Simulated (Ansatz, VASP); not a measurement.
Two plane-wave programs on Mo

```
Mo
1.0
    -1.55547    1.55547    1.55547
     1.55547   -1.55547    1.55547
     1.55547    1.55547   -1.55547
Mo
1
Direct
  0.00000 0.00000 0.00000
```

Alike in both runs: functional LDA; k mesh 16 × 16 × 16; occupations gaussian, width 0.1 eV; no spin polarisation.

Ansatz relaxed the structure, and its values are those at the end. VASP's run is a single point on that final structure, the one shown.

|  | VASP | Ansatz |
| --- | --- | --- |
| version | VASP 6.6.1 | Ansatz 0.2.0 |
| potentials or method | VASP PAW LDA potentials, release 64 (Mo_sv), cutoff 520 eV | scalar-relativistic, plane waves, PAW |
| valence electrons in the cell | 14 | 14 |

```csv
,VASP,Ansatz,Ansatz less VASP
gap on the k mesh at the Fermi level (eV),none,none,-
pressure (GPa),1.2,0.0,-1.15
```

Ansatz warns that its potentials were made for another functional, while VASP's fit it. LDA's correlation is that of Perdew and Zunger in VASP and of Perdew and Wang (1992) in Ansatz. A gap of «none» marks a metal or a gap that the smearing closes.
